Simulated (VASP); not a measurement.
# BaLi7F9 in VASP: notebook, part 2 of 2

VASP 6.6.1. Earlier steps stand in the parts before.

**4. Single point, PBE**

Contents of INCAR:

```
SYSTEM = BaLi7F9
  ALGO = Normal
  EDIFF = 1E-6
  ENCUT = 520
  GGA = PE
  ISIF = 2
  ISMEAR = -1
  ISYM = 0
  LASPH = .True.
  LCHARG = .True.
  LELF = .True.
  LREAL = Auto
  LVHAR = .True.
  LWAVE = .False.
  NBANDS = 61
  NELM = 80
  PREC = Accurate
  SIGMA = 0.1181
```

Contents of KPOINTS:

```
k-points
0
Gamma
  1 1 1
  0 0 0
```

Contents of POSCAR:

```
BaLi7F9
1.0
    5.6029570000      0.0278370000     -0.0374620000
    0.0278370000      5.7534950000     -0.0718080000
   -0.0374620000     -0.0718080000      5.5402340000
Ba F Li
1 9 7
Direct
    0.7750389676      0.9258972154      0.8041271067
    0.6365149036      0.6790683828      0.4388676839
    0.9478542673      0.4322738761      0.6302362389
    0.1869012292      0.6406439285      0.2047182579
    0.7189581806      0.5421929970      1.0100314185
    0.3412684442      0.7469366565      0.7418422445
    0.3823338274      0.1752028944      0.3335144254
    0.4321917148      0.2875331324      0.7756567584
    0.0283633427      0.2563105825      1.0541750940
   -0.0333978505     -0.0488539525      0.4192336903
    0.0655030867      0.2435710720      0.3732920357
    0.9012887849      0.5897523148      0.2927831234
    0.6406007029      0.4781128694      0.6455186753
    0.4906242415      0.4133688978      0.1532613892
    0.2231285057      0.4953219355      0.8857161841
    0.2612534780      1.0388747723      0.0166878506
    0.3392328586      0.7801482109      0.4320139229
```

Potentials or basis: VASP PAW PBE potentials, release 64 (Ba_sv, F, Li_sv).

On the command line:

```
$ cat potpaw_PBE.64/Ba_sv/POTCAR potpaw_PBE.64/F/POTCAR potpaw_PBE.64/Li_sv/POTCAR > POTCAR
$ mpirun -np 1 vasp_gam > vasp.out
```

OUTCAR:

```text
SYSTEM = BaLi7F9
   EDIFF = 1E-6
   ENCUT = 520
   GGA = PE
   ISIF = 2
   ISMEAR = -1
   ISYM = 0
   LASPH = .True.
   LREAL = Auto
   NELM = 80
   PREC = Accurate

 ion  position               nearest neighbor table
   1  0.775  0.926  0.804-  10 2.41   5 2.54   2 2.56   6 2.66   9 2.72  13 2.81   8 2.82  16 3.02
                             3 3.12  16 3.18   3 3.25  17 3.28  13 3.39  12 3.43  12 3.47  11 3.47
   2  0.637  0.679  0.439-  13 1.65  17 1.76  12 1.77   1 2.56
   3  0.948  0.432  0.630-  13 1.74  11 1.89  15 2.11  12 2.11   1 3.12   1 3.25
   4  0.187  0.641  0.205-  17 1.70  12 1.71  15 1.95  14 2.15
   5  0.719  0.542  0.010-  14 1.70  12 1.87  13 2.09   1 2.54
   6  0.341  0.747  0.742-  17 1.73  15 1.81   1 2.66
   7  0.382  0.175  0.334-  14 1.83  11 1.83  16 2.02
   8  0.432  0.288  0.776-  15 1.77  13 1.78  16 2.22  14 2.22   1 2.82
   9  0.028  0.256  0.054-  11 1.78  16 1.81  15 2.02   1 2.72
  10  0.967  0.951  0.419-  11 1.80  12 2.21   1 2.41
  11  0.066  0.244  0.373-   9 1.78  10 1.80   7 1.83   3 1.89  12 2.24  16 2.53   1 3.47
  12  0.901  0.590  0.293-   4 1.71   2 1.77   5 1.87   3 2.11  10 2.21  11 2.24  13 2.55   1 3.43
                             1 3.47
  13  0.641  0.478  0.646-   2 1.65   3 1.74   8 1.78   5 2.09  12 2.55   1 2.81   1 3.39
  14  0.491  0.413  0.153-   5 1.70   7 1.83  15 2.15   4 2.15   8 2.22
  15  0.223  0.495  0.886-   8 1.77   6 1.81   4 1.95   9 2.02   3 2.11  14 2.15   1 3.54
  16  0.261  0.039  0.017-   9 1.81   7 2.02   8 2.22  11 2.53   1 3.02   1 3.18
  17  0.339  0.780  0.432-   4 1.70   6 1.73   2 1.76   1 3.28

IMPORTANT INFORMATION: All symmetrisations will be switched off!
NOSYMM: (Re-)initialisation of all symmetry stuff for point group C_1.

----------------------------------------------------------------------------------------

                                     Primitive cell

  volume of cell :     178.5571

  direct lattice vectors                    reciprocal lattice vectors
     5.602957000  0.027837000 -0.037462000     0.178489399 -0.000848655  0.001195912
     0.027837000  5.753495000 -0.071808000    -0.000848655  0.173839554  0.002247428
    -0.037462000 -0.071808000  5.540234000     0.001195912  0.002247428  0.180535007

  length of vectors
     5.603151385  5.754010428  5.540825982     0.178495422  0.173856153  0.180552956

[... 117 lines left out ...]
 non-spin polarized calculation
  energy-cutoff  :      520.00
  volume of cell :      178.56
 maximum number of plane-waves:      2402
 NGX is ok and might be reduce to    42
   NGX = 21   NGY = 21   NGZ = 21

 number of electron      94.0000038 magnetization

 Free energy of the ion-electron system (eV)
  ---------------------------------------------------
  ext. energy  EPLUGINS =         0.00000000
  ---------------------------------------------------
  free energy    TOTEN  =       -78.79735865 eV

  energy without entropy =      -78.79735865  energy(sigma->0) =      -78.79735865

 E-fermi :   2.0783     XC(G=0):  -9.3259

 val. band max:       -0.7865002139   @ k =   0.0000   0.0000   0.0000
 cond. band min:       5.5826724932   @ k =   0.0000   0.0000   0.0000
 fundamental gap:      6.3691727071
 Fermi energy:         2.0782711062

 k-point     1 :       0.0000    0.0000    0.0000
  band No.  band energies     occupation
      1     -43.9568      2.00000
      2     -42.9592      2.00000
      3     -42.2303      2.00000
      4     -42.2103      2.00000
      5     -42.1009      2.00000
      6     -42.0479      2.00000
[... 51 lines left out ...]
     58      11.2404      0.00000
     59      11.7032      0.00000
 [bands above 59 left out]

------------------------ aborting loop because EDIFF is reached ----------------------------------------

  FORCE on cell =-STRESS in cart. coord.  units (eV):
  Direction    XX          YY          ZZ          XY          YZ          ZX
  --------------------------------------------------------------------------------------
  -------------------------------------------------------------------------------------
  Total       15.7535994      9.1777290     10.4428469     -0.3070997     -1.3054729      0.2263968
  in kB      141.3556651     82.3509566     93.7027486     -2.7555786    -11.7138937      2.0314385
  external PRESSURE =     105.8031234 kB  Pullay stress =       0.0000000 kB

 VOLUME and BASIS-vectors are now :
 -----------------------------------------------------------------------------
  energy-cutoff  :      520.00
  volume of cell :      178.56
      direct lattice vectors                 reciprocal lattice vectors
     5.602957000  0.027837000 -0.037462000     0.178489399 -0.000848655  0.001195912
     0.027837000  5.753495000 -0.071808000    -0.000848655  0.173839554  0.002247428
    -0.037462000 -0.071808000  5.540234000     0.001195912  0.002247428  0.180535007

 POSITION                                       TOTAL-FORCE (eV/Angst)
 -----------------------------------------------------------------------------------
      4.33816      5.29098      4.35953        -0.178748      1.366236      0.369792
      3.56883      3.89322      2.35882        -0.763919      0.208912     -1.344983
      5.29921      2.46822      3.42511         0.821280     -0.185314     -1.088967
      1.05736      3.67644      1.08118         1.242607     -0.333917     -1.384894
      4.04301      3.13880     -0.01029        -0.029512      0.986255      0.014961
      1.90511      4.25373      4.04356        -0.663076      0.878754      1.314602
[... 9 lines left out ...]
      1.46425      0.22974      0.07988         0.286486      0.166008      0.207693
      1.90624      4.46700      2.32473        -0.468601      1.055435      0.144542
 -----------------------------------------------------------------------------------
    total drift:                                0.003451     -0.004110     -0.009331

  FREE ENERGIE OF THE ION-ELECTRON SYSTEM (eV)
  ---------------------------------------------------
  free  energy   TOTEN  =       -78.7973586478 eV

  energy  without entropy=      -78.7973586476  energy(sigma->0) =      -78.79735865
```

stdout:

```text
POSCAR found type information on POSCAR BaF Li
 POSCAR found :  3 types and      17 ions
 scaLAPACK will be used
 LDA part: xc-table for (Slater+PW92), standard interpolation
 POSCAR, INCAR and KPOINTS ok, starting setup
 FFT: planning ... GRIDC
 FFT: planning ... GRID_SOFT
 FFT: planning ... GRID
 WAVECAR not read
 entering main loop
```

Wall time 15 s (1 thread of Intel Xeon 6975P-C (Granite Rapids), shared host); peak memory 0.26 GiB.

What came out:

```
Free energy            : -78.7974 eV
Largest force          : 1.890 eV/Å
Band gap on the k mesh : 6.37 eV
```

Forces in eV/Å, atoms in the order of the input:
```
Ba  -0.179  1.366  0.370
F   -0.764  0.209 -1.345
F    0.821 -0.185 -1.089
F    1.243 -0.334 -1.385
F   -0.030  0.986  0.015
F   -0.663  0.879  1.315
F    0.823 -0.756 -1.027
F    0.153 -1.215  1.282
F    0.162 -1.152 -0.379
F    0.633  0.297 -0.119
Li   0.437 -0.427  0.640
Li  -0.272  0.519  0.033
Li  -0.428 -1.235  1.297
Li  -0.298 -0.074  0.621
Li  -1.455 -0.100 -0.580
Li   0.286  0.166  0.208
Li  -0.469  1.055  0.145
```

Caveat: the k points lie up to 1.13 Å⁻¹ apart; the cutoff is under 1.25 times the usual one of these potentials, so pressure, stress and relaxed cells hold a basis-set (Pulay) error; spin-orbit coupling is left out, which moves the levels of the heavy elements.
